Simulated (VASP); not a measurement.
Si: single point with PBEsol

Crystal: Si.

```
Si
1.0
     0.02173    2.71130    2.68956
     2.71130    0.02173    2.68956
     2.73303    2.73303    0.00000
Si
2
Direct
  0.00114 0.00114 0.99886
  0.24886 0.24886 0.25114
```

This cell differs from its parent crystal: strained cell.

```json
{
  "Program": "VASP 6.6.1",
  "Task": "single point",
  "Functional": "PBEsol",
  "Potentials or basis": "VASP PAW PBE potentials, release 64 (Si)",
  "Cutoff": "500 eV",
  "k mesh": "10 × 10 × 10",
  "Occupations": "gaussian, width 0.02 eV",
  "Spin": "no spin polarisation"
}
```

| Quantity | Value |
| --- | --- |
| Pressure | 1.5 GPa |
| Band gap on the k mesh | 0.32 eV (least direct gap 2.38 eV) |

Stress tensor (GPa, compression positive):
```
 1.24 -1.19  0.00
-1.19  1.24  0.00
 0.00  0.00  1.97
```

Levels at points of the mesh, in eV from the valence-band top:
| k point | band 2 | band 3 | band 4 | band 5 | band 6 | band 7 |
| --- | --- | --- | --- | --- | --- | --- |
| (0.00, 0.00, 0.00) | -0.16 | -0.03 | 0.00 | 2.38 | 2.42 | 2.56 |
| (0.50, 0.00, 0.00) | -7.12 | -1.39 | -1.26 | 1.36 | 3.10 | 3.24 |
| (0.50, 0.50, 0.00) | -7.87 | -3.12 | -2.90 | 0.34 | 0.58 | 10.05 |
| (0.00, 0.00, 0.50) | -7.15 | -1.24 | -1.22 | 1.53 | 3.24 | 3.25 |
| (0.50, 0.00, 0.50) | -7.95 | -2.95 | -2.95 | 0.52 | 0.52 | 10.08 |

It took 27 s on 1 thread of Intel(R) Xeon(R) Platinum 8488C (Sapphire Rapids) (shared host), peak memory 0.18 GiB.

Caveat: the cell differs from its parent crystal (strained cell); semilocal functionals underestimate gaps, and a narrow one can read as zero; the PAW data sets were made with another functional, which shifts forces and pressure a little. A k mesh can miss the band edges.
